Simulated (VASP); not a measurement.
Here is a VASP 6.6.1 calculation.

File INCAR:

```
SYSTEM = AlN
PREC = Accurate ; ENCUT = 520
EDIFF = 1E-6 ; ISMEAR = 0
SIGMA = 0.05 ; LREAL = .False.
LASPH = .True. ; NELM = 80
ALGO = Normal ; ISIF = 2
LWAVE = .False. ; LCHARG = .False.
GGA = PE ; NBANDS = 11
```

The input KPOINTS:

```
Automatic mesh
0
Gamma
  10 10 10
  0 0 0
```

File POSCAR:

```
AlN
1.0
    0.0110079355      2.2015871044      2.2015871044
    2.2015871044      0.0110079355      2.2015871044
    2.2125950399      2.2125950399      0.0000000000
Al N
1 1
Direct
    0.0000000000      0.0000000000      0.0000000000
    0.7500000000      0.7500000000      0.7500000000
```

Potentials or basis: VASP PAW PBE potentials, release 64 (Al, N).

Launch:

```bash
$ cat potpaw_PBE.64/Al/POTCAR potpaw_PBE.64/N/POTCAR > POTCAR
$ mpirun -np 1 vasp_std > vasp.out
```

Q: Predict the band gap on the k mesh.

A: 3.28 eV, indirect (least direct gap 3.96 eV).

Q: What does it give for the pressure?

A: -0.3 GPa.

Q: Predict the largest force.

A: 0.080 eV/Å.

Forces on the atoms (eV/Å):
```
Al   0.000  0.000 -0.080
N    0.000  0.000  0.080
```

Caveat: the cell differs from its parent crystal (strain +0.0100 x Voigt [0, 0, 0, 0, 0, 1]). A k mesh can miss the band edges.
